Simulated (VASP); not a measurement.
Input of a VASP 6.6.1 run:

Contents of POSCAR:

```
Li
1.0
    7.2053150000      0.0000000000      0.0000000000
    0.0000000000      7.2053150000      0.0000000000
    0.0000000000      0.0000000000      7.2053150000
Li
16
Direct
    0.0199019751     -0.0229552768     -0.0185835040
    0.5350078380     -0.0201656694     -0.0323233613
   -0.0027340928      0.5386856786     -0.0117829685
   -0.0697263062      0.0271605058      0.5054740841
    0.2247923928      0.2605854151      0.2887868192
    0.4977020436      0.5311495750     -0.0322678467
    0.4997005683     -0.0310604047      0.5053214190
    0.7371225269      0.2784611082      0.2616818279
    0.0009437478      0.5236689860      0.5285681473
    0.3037757544      0.7587870898      0.3080503767
    0.2206426784      0.2442502514      0.7546373753
    0.5454723354      0.4880147502      0.4736087180
    0.7899724023      0.7490720392      0.2474839754
    0.7575796478      0.2614458910      0.7957736754
    0.2139948080      0.7273935976      0.7444504508
    0.7480172623      0.7370253764      0.7084076130
```

INCAR.step1

```
PREC = Accurate
ENCUT = 520
ISMEAR = -1
SIGMA = 0.1
LREAL = Auto
LASPH = True
NELM = 80
NBANDS = 38
GGA = PE
ALGO = Normal
EDIFF = 1E-4
LWAVE = True
LCHARG = False
```

INCAR.step2

```
PREC = Accurate
ENCUT = 520
EDIFF = 1E-6
ISMEAR = -1
SIGMA = 0.1
LREAL = Auto
LASPH = True
NELM = 80
ALGO = Normal
ISIF = 2
LWAVE = False
LCHARG = True
METAGGA = R2SCAN
LMIXTAU = True
LELF = True
LVHAR = True
NBANDS = 38
ISTART = 1
```

KPOINTS

```
Automatic mesh
0
Gamma
  2 2 2
```

Potentials or basis: VASP PAW PBE potentials, release 64 (Li_sv).

Command:

```console
$ cat potpaw_PBE.64/Li_sv/POTCAR > POTCAR
$ cp INCAR.step1 INCAR
$ mpirun -np 1 vasp_std > vasp.out
$ cp INCAR.step2 INCAR
$ mpirun -np 1 vasp_std > vasp.out
```

Q: Predict the band gap on the k mesh.

A: Zero (bands 24 and 25 overlap by 0.80 eV).

Q: Estimate the largest force.

A: 0.707 eV/Å.

Forces in eV/Å, atoms in the order of the input:
```
Li  -0.108  0.029  0.181
Li  -0.167 -0.034  0.225
Li  -0.045 -0.278  0.244
Li   0.291 -0.090  0.100
Li   0.116 -0.001 -0.227
Li  -0.089 -0.013  0.162
Li   0.224  0.447  0.286
Li   0.206 -0.241 -0.385
Li  -0.124 -0.266 -0.273
Li  -0.540 -0.218 -0.402
Li   0.257  0.051 -0.142
Li  -0.244  0.088  0.447
Li  -0.194  0.036 -0.001
Li   0.030  0.160 -0.242
Li   0.379  0.301 -0.197
Li   0.008  0.031  0.225
```

Caveat: the k points lie up to 0.44 Å⁻¹ apart, too coarse for converged energies and pressures of a metal; the PAW data sets were made with another functional, which shifts forces and pressure a little.
